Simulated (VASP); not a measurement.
Crystal: Ir.

```
CELL_PARAMETERS angstrom
0.00000 1.93606 1.93606
1.93606 0.00000 1.93606
1.93606 1.93606 0.00000
ATOMIC_POSITIONS crystal
Ir 0.00000 0.00000 0.00000
```

Base run:

| Quantity | Value |
| --- | --- |
| Program | VASP 6.6.1 |
| Functional | PBE |
| Potentials or basis | VASP PAW PBE potentials, release 64 (Ir) |
| Cutoff | 520 eV |
| k mesh | 14 × 14 × 14 |
| Occupations | gaussian, width 1 eV |
| Spin | no spin polarisation |

Its results: pressure 5.2 GPa.

Task: The run is repeated on the same cell with these changes: occupations from gaussian, width 1 eV to gaussian, width 0.03 eV. What comes out?

Result: Pressure 0.3 GPa.
